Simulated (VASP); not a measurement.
# TiPd (P4/mmm) in VASP: single point with LDA

Aim: the single point of TiPd with LDA.

All numbers are computed with VASP 6.6.1; they aren't measurements. Logs are shortened: lines on timing, memory, paths and dates and some standing lists are left out, and cuts for length are marked.

**1. The cell of the first run**

The structure is tetragonal, space group P4/mmm (No. 123). The conventional cell has a = 2.815 Å, b = 2.815 Å, c = 3.866 Å, α = 90.00°, β = 90.00°, γ = 90.00°. Within 3.7 Å of Ti (site symmetry 4/mmm) lie 8 Pd at 2.77 Å and 4 Ti at 2.81 Å. Within 3.7 Å of Pd (site symmetry 4/mmm) lie 8 Ti at 2.77 Å and 4 Pd at 2.81 Å.

**2. Single point, LDA**

File INCAR:

```
SYSTEM = TiPd
PREC = Accurate ; ENCUT = 520
EDIFF = 1E-7 ; ISMEAR = -1
SIGMA = 0.1 ; LREAL = .False.
LASPH = .True. ; NELM = 100
ALGO = Normal ; ISIF = 2
LWAVE = .False. ; LCHARG = .True.
LELF = .True. ; LVHAR = .True.
NBANDS = 18
```

File KPOINTS:

```
regular mesh
0
Gamma
  8 8 6
  0 0 0
```

File POSCAR:

```
TiPd
1.0
    2.8147100000      0.0000000000      0.0000000000
    0.0000000000      2.8147100000      0.0000000000
    0.0000000000      0.0000000000      3.8657600000
Ti Pd
1 1
Direct
    0.0000000000      0.0000000000      0.0000000000
    0.5000000000      0.5000000000      0.5000000000
```

Potentials or basis: VASP PAW LDA potentials, release 64 (Ti_sv, Pd).

The run is started by

```bash
$ cat potpaw_LDA.64/Ti_sv/POTCAR potpaw_LDA.64/Pd/POTCAR > POTCAR
$ mpirun -np 1 vasp_std > vasp.out
```

OUTCAR:

```text
SYSTEM = TiPd
   PREC = Accurate
   ENCUT = 520
   EDIFF = 1E-7
   ISMEAR = -1
   LREAL = .False.
   LASPH = .True.
   NELM = 100
   ISIF = 2

 ion  position               nearest neighbor table
   1  0.000  0.000  0.000-   2 2.77   2 2.77   2 2.77   2 2.77   2 2.77   2 2.77   2 2.77   2 2.77

   2  0.500  0.500  0.500-   1 2.77   1 2.77   1 2.77   1 2.77   1 2.77   1 2.77   1 2.77   1 2.77

  LATTYP: Found a simple tetragonal cell.
 ALAT       =     2.8147100000
 C/A-ratio  =     1.3734132468

  Lattice vectors:

 A1 = (   2.8147100000,   0.0000000000,   0.0000000000)
 A2 = (   0.0000000000,   2.8147100000,   0.0000000000)
 A3 = (   0.0000000000,   0.0000000000,   3.8657600000)

Analysis of symmetry for initial positions (statically):
=====================================================================
 Subroutine PRICEL returns:
 Original cell was already a primitive cell.

 Routine SETGRP: Setting up the symmetry group for a
 simple tetragonal supercell.

 Subroutine GETGRP returns: Found 16 space group operations
 (whereof 16 operations were pure point group operations)
 out of a pool of 16 trial point group operations.

The static configuration has the point symmetry D_4h.

Analysis of symmetry for dynamics (positions and initial velocities):
=====================================================================
 Subroutine PRICEL returns:
 Original cell was already a primitive cell.

 Routine SETGRP: Setting up the symmetry group for a
 simple tetragonal supercell.

 Subroutine GETGRP returns: Found 16 space group operations
 (whereof 16 operations were pure point group operations)
 out of a pool of 16 trial point group operations.

The dynamic configuration has the point symmetry D_4h.

 Subroutine INISYM returns: Found 16 space group operations
 (whereof 16 operations are pure point group operations),
 and found     1 'primitive' translations

----------------------------------------------------------------------------------------

                                     Primitive cell

  volume of cell :      30.6268

  direct lattice vectors                    reciprocal lattice vectors
     2.814710000  0.000000000  0.000000000     0.355276387  0.000000000  0.000000000
     0.000000000  2.814710000  0.000000000     0.000000000  0.355276387  0.000000000
     0.000000000  0.000000000  3.865760000     0.000000000  0.000000000  0.258681346

  length of vectors
     2.814710000  2.814710000  3.865760000     0.355276387  0.355276387  0.258681346

  position of ions in fractional coordinates (direct lattice)
     0.000000000  0.000000000  0.000000000
     0.500000000  0.500000000  0.500000000

  ion indices of the primitive-cell ions
   primitive index   ion index
                 1           1
                 2           2

----------------------------------------------------------------------------------------

 KPOINTS: regular mesh

Automatic generation of k-mesh.
 Grid dimensions read from file:
 generate k-points for:    8    8    6

 Generating k-lattice:

  Cartesian coordinates                     Fractional coordinates (reciprocal lattice)
     0.044409548  0.000000000  0.000000000     0.125000000  0.000000000  0.000000000
     0.000000000  0.044409548  0.000000000     0.000000000  0.125000000  0.000000000
     0.000000000  0.000000000  0.043113558     0.000000000  0.000000000  0.166666667

  Length of vectors
     0.044409548  0.044409548  0.043113558

  Shift w.r.t. Gamma in fractional coordinates (k-lattice)
     0.000000000  0.000000000  0.000000000

 Subroutine IBZKPT returns following result:
 ===========================================

 Found     60 irreducible k-points:

 Following reciprocal coordinates:
            Coordinates               Weight
  0.000000  0.000000  0.000000      1.000000
  0.125000  0.000000  0.000000      4.000000
  0.250000  0.000000  0.000000      4.000000
  0.375000  0.000000  0.000000      4.000000
  0.500000  0.000000  0.000000      2.000000
  0.125000  0.125000  0.000000      4.000000
[... 16 lines left out ...]
  0.375000  0.125000  0.166667     16.000000
  0.500000  0.125000  0.166667      8.000000
 [... further k-points ...]
   k-points           NKPTS =     60   k-points in BZ     NKDIM =     60   number of bands    NBANDS=     18
   number of dos      NEDOS =    301   number of ions     NIONS =      2
   total plane-waves  NPLWV =  17280
   dimension x,y,z NGX =    24 NGY =   24 NGZ =   30
   dimension x,y,z NGXF=    48 NGYF=   48 NGZF=   60
   ions per type =               1   1
   NGX,Y,Z   is equivalent  to a cutoff of  14.18, 14.18, 12.90 a.u.
   NGXF,Y,Z  is equivalent  to a cutoff of  28.35, 28.35, 25.80 a.u.
 SYSTEM =  TiPd
   PREC   = accura    normal or accurate (medium, high low for compatibility)
   ISTART =      0    job   : 0-new  1-cont  2-samecut
   ICHARG =      2    charge: 1-file 2-atom 10-const
   ISPIN  =      1    spin polarized calculation?
   LNONCOLLINEAR =      F non collinear calculations
   LSORBIT =      F    spin-orbit coupling
   LASPH  =      T    aspherical Exc in radial PAW
   ENCUT  =  520.0 eV  38.22 Ry    6.18 a.u.   5.23  5.23  7.19*2*pi/ulx,y,z
   NELM   =    100;   NELMIN=  2; NELMDL= -5     # of ELM steps
   EDIFF  = 0.1E-06   stopping-criterion for ELM
   LREAL  =      F    real-space projection
   EDIFFG = 0.1E-05   stopping-criterion for IOM
   NSW    =      0    number of steps for IOM
   IBRION =     -1    ionic relax: 0-MD 1-quasi-New 2-CG
   NFREE  =      0    steps in history (QN), initial steepest desc. (CG)
   ISIF   =      2    stress and relaxation
   ISYM   =      2    0-nonsym 1-usesym 2-fastsym
   POTIM  = 0.5000    time-step for ionic-motion
   TEBEG  =    0.0;   TEEND  =   0.0 temperature during run
   PSTRESS=    0.0 pullay stress
   NELECT =      22.0000    total number of electrons
   NUPDOWN=      -1.0000    fix difference up-down
   EMIN   =  10.00;   EMAX   =-10.00  energy-range for DOS
   EFERMI =   0.00;   METHOD = LEGACY
   ISMEAR =    -1;   SIGMA  =   0.10  broadening in eV -4-tet -1-fermi 0-gaus
   EFERMI_NEDOS =   21; number of points for ismear=-14 and -15
   IALGO  =     38    algorithm
   IMIX   =      4    mixing-type and parameters
     AMIX     =   0.40;   BMIX     =  1.00
     AMIX_MAG =   1.60;   BMIX_MAG =  1.00
  volume/ion in A,a.u.               =      15.31       103.34
  Fermi-wavevector in a.u.,A,eV,Ry     =   1.466161  2.770643 29.247465  2.149628
  Thomas-Fermi vector in A             =   2.581932
   LORBIT       =      0    0 simple, 1 ext, 2 COOP (PROOUT), +10 PAW based schemes
   GGA     = CA    functional components
   LHFCALC =     F    Hartree Fock is set to
   AEXX    =    0.0000 exact exchange contribution
   IVDW    =     0    specifies the selected vdW correction
   LEPSILON=     F    determine dielectric tensor
   LRPA    =     F    only Hartree local field effects (RPA)
 non-spin polarized calculation
  energy-cutoff  :      520.00
  volume of cell :       30.63
 maximum number of plane-waves:       844
 NGX is ok and might be reduce to    24
   NGX = 11   NGY = 11   NGZ = 15

 number of electron      21.9999999 magnetization

 Free energy of the ion-electron system (eV)
  ---------------------------------------------------
  ext. energy  EPLUGINS =         0.00000000
  ---------------------------------------------------
  free energy    TOTEN  =       -16.19280494 eV

  energy without entropy =      -16.10753080  energy(sigma->0) =      -16.15016787

 E-fermi :   9.8207     XC(G=0): -12.8566

 val. band max:        9.8066899499   @ k =   0.2500   0.0000   0.1667
 cond. band min:       9.8207666819   @ k =   0.3750   0.1250   0.0000
 fundamental gap:      0.0140767320
 Fermi energy:         9.8207151637

 k-point     1 :       0.0000    0.0000    0.0000
  band No.  band energies     occupation
      1     -46.5288      2.00000
      2     -23.2137      2.00000
      3     -22.8617      2.00000
      4     -22.8617      2.00000
      5       2.5399      2.00000
      6       4.4741      2.00000
[... 10 lines left out ...]
     17      20.9483      0.00000
     18      21.7523      0.00000

 k-point     2 :       0.1250    0.0000    0.0000
  band No.  band energies     occupation
      1     -46.5195      2.00000
      2     -23.2067      2.00000
      3     -22.9369      2.00000
      4     -22.8554      2.00000
      5       2.9012      2.00000
      6       4.6439      2.00000
[... 10 lines left out ...]
     17      20.1071      0.00000
     18      20.9206      0.00000

 k-point     3 :       0.2500    0.0000    0.0000
  band No.  band energies     occupation
      1     -46.4971      2.00000
      2     -23.1898      2.00000
      3     -23.1158      2.00000
      4     -22.8404      2.00000
      5       3.8477      2.00000
      6       4.9943      2.00000
[... 10 lines left out ...]
     17      17.3635      0.00000
     18      20.8355      0.00000

 k-point     4 :       0.3750    0.0000    0.0000
  band No.  band energies     occupation
      1     -46.4746      2.00000
      2     -23.2910      2.00000
      3     -23.1728      2.00000
      4     -22.8252      2.00000
      5       4.8269      2.00000
      6       5.4975      2.00000
[... 375 lines left out ...]
      4     -22.9128      2.00000
      5       4.3492      2.00000
      6       5.2960      2.00000
[... 10 lines left out ...]
     17      18.3813      0.00000
     18      22.5610      0.00000

 k-point    23 :       0.3750    0.1250    0.1667
  band No.  band energies     occupation
      1     -46.4656      2.00000
      2     -23.2790      2.00000
      3     -23.1681      2.00000
      4     -22.8960      2.00000
      5       5.0055      2.00000
      6       5.4635      2.00000
[... 10 lines left out ...]
     17      17.8781      0.00000
     18      22.1573      0.00000

 k-point    24 :       0.5000    0.1250    0.1667
  band No.  band energies     occupation
      1     -46.4564      2.00000
      2     -23.3495      2.00000
      3     -23.1602      2.00000
      4     -22.8890      2.00000
      5       5.1727      2.00000
      6       5.4153      2.00000
[... 10 lines left out ...]
     17      19.2923      0.00000
     18      20.2539      0.00000

 [... further k-points ...]

------------------------ aborting loop because EDIFF is reached ----------------------------------------

  FORCE on cell =-STRESS in cart. coord.  units (eV):
  Direction    XX          YY          ZZ          XY          YZ          ZX
  --------------------------------------------------------------------------------------
  -------------------------------------------------------------------------------------
  Total       -1.5578044     -1.5578044     -1.7823710      0.0000000      0.0000000     -0.0000000
  in kB      -81.4931907    -81.4931907    -93.2409054      0.0000000      0.0000000     -0.0000000
  external PRESSURE =     -85.4090956 kB  Pullay stress =       0.0000000 kB

 VOLUME and BASIS-vectors are now :
 -----------------------------------------------------------------------------
  energy-cutoff  :      520.00
  volume of cell :       30.63
      direct lattice vectors                 reciprocal lattice vectors
     2.814710000  0.000000000  0.000000000     0.355276387  0.000000000  0.000000000
     0.000000000  2.814710000  0.000000000     0.000000000  0.355276387  0.000000000
     0.000000000  0.000000000  3.865760000     0.000000000  0.000000000  0.258681346

 POSITION                                       TOTAL-FORCE (eV/Angst)
 -----------------------------------------------------------------------------------
      0.00000      0.00000      0.00000         0.000000      0.000000      0.000000
      1.40735      1.40735      1.93288         0.000000      0.000000      0.000000
 -----------------------------------------------------------------------------------
    total drift:                                0.000000      0.000000     -0.000000

  FREE ENERGIE OF THE ION-ELECTRON SYSTEM (eV)
  ---------------------------------------------------
  free  energy   TOTEN  =       -16.1928049416 eV

  energy  without entropy=      -16.1075308050  energy(sigma->0) =      -16.15016787
```

It took 23 s on 1 thread of Intel Xeon Platinum 8259CL at 2.50GHz (Skylake/Cascade Lake), shared host; peak memory 0.16 GiB.

What came out:

```yaml
Free_energy: -16.1928 eV
Pressure: -8.5 GPa
Band_gap_on_the_k_mesh: zero (band 11 reaches 12.11 eV, above the bottom of band 12 at 8.73 eV)
```

Stress tensor (GPa, compression positive):
```
-8.15  0.00  0.00
 0.00 -8.15  0.00
 0.00  0.00 -9.32
```
